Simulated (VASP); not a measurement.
# InGaO: relaxation of cell and atoms with PBE

Crystal: InGaO.

```
CELL_PARAMETERS angstrom
3.92453 0.00000 0.00000
-1.96227 3.39875 0.00000
0.00000 0.00000 4.68380
ATOMIC_POSITIONS crystal
In 0.00000 0.00000 0.00000
Ga 0.66667 0.33333 0.50000
O 0.33333 0.66667 0.50000
```

The cell was built from a structure type or drawn by symmetry, and may not be a known phase.

```json
{"Program": "VASP 6.6.1", "Task": "relaxation of cell and atoms", "Functional": "PBE", "Potentials or basis": "VASP PAW PBE potentials, release 64 (In_d, Ga_d, O)", "Cutoff": "600 eV", "k mesh": "6 × 6 × 4", "Occupations": "gaussian, width 0.1 eV", "Spin": "no spin polarisation", "Dipole correction": "no", "Further INCAR settings": "ALGO = Normal; EDIFF = 1e-07; IBRION = 2; EDIFFG = -0.04; NSW = 90; ISIF = 3"}
```

| Property | Result |
| --- | --- |
| Relaxed volume | 19.39 Å³/atom |
| Relaxed cell | a = 3.444 Å, b = 3.444 Å, c = 5.661 Å, α = 90.00°, β = 90.00°, γ = 120.00° |
| Space group after relaxing (to 0.1 Å) | P-6m2 (No. 187) |
| Energy gained by relaxing | 187.0 meV/atom |
| Ionic steps | 13 |
| Pressure after relaxing | -0.1 GPa |
| Band gap on the k mesh | zero (bands 16 and 17 overlap by 0.39 eV) |

Stress tensor (GPa, compression positive):
```
 0.00  0.00  0.00
 0.00  0.00  0.00
 0.00  0.00 -0.16
```

Step by step:
| step | energy change (eV) | largest force (eV/Å) | pressure (GPa) | volume (Å³) |
| --- | --- | --- | --- | --- |
| 1 | 0.0000 | 0.0000 | -5.71 | 62.47 |
| 2 | -0.2555 | 0.0000 | -1.42 | 55.95 |
| 3 | -0.2974 | 0.0000 | 1.56 | 53.20 |
| 4 | -0.2987 | 0.0000 | 2.51 | 52.54 |
| 5 | -0.3959 | 0.0000 | 2.92 | 52.75 |
| 6 | -0.4648 | 0.0000 | 6.15 | 52.64 |
| 7 | -0.5337 | 0.0000 | 2.64 | 55.80 |
| 8 | -0.5445 | 0.0000 | 0.77 | 58.03 |
| 9 | -0.5447 | 0.0000 | 0.97 | 57.77 |
| 10 | -0.5516 | 0.0000 | 0.68 | 57.88 |
| 11 | -0.5598 | 0.0000 | 0.21 | 58.09 |
| 12 | -0.5470 | 0.0000 | -1.14 | 58.39 |
| 13 | -0.5609 | 0.0000 | -0.06 | 58.16 |

Final structure:
```
In Ga O
1.0
     3.44420    0.00000    0.00000
    -1.72210    2.98276    0.00000
     0.00000    0.00000    5.66120
In Ga O
1 1 1
Direct
  0.00000 0.00000 0.00000
  0.66667 0.33333 0.50000
  0.33333 0.66667 0.50000
```

Levels at points of the mesh, in eV from the Fermi level:
| k point | band 13 | band 14 | band 15 | band 16 | band 17 | band 18 | band 19 | band 20 |
| --- | --- | --- | --- | --- | --- | --- | --- | --- |
| (0.00, 0.00, 0.00) | -6.04 | -4.90 | -4.90 | -2.34 | 0.04 | 6.17 | 6.17 | 8.72 |
| (0.50, 0.00, 0.00) | -5.91 | -4.42 | -3.36 | -2.20 | 0.27 | 1.23 | 3.85 | 4.64 |
| (0.00, 0.00, 0.50) | -4.90 | -4.90 | -4.50 | -3.97 | 2.57 | 4.33 | 6.63 | 6.63 |
| (0.50, 0.00, 0.50) | -5.89 | -4.83 | -3.73 | -1.49 | -0.13 | 1.51 | 4.24 | 5.00 |

It took 8.4 min on 1 thread of Intel Xeon 8259CL (shared host), peak memory 0.23 GiB.

Caveat: a cell axis changed by over 15 % at a fixed basis, so the end point is rough; spin-orbit coupling is left out, which moves the levels of the heavy elements.
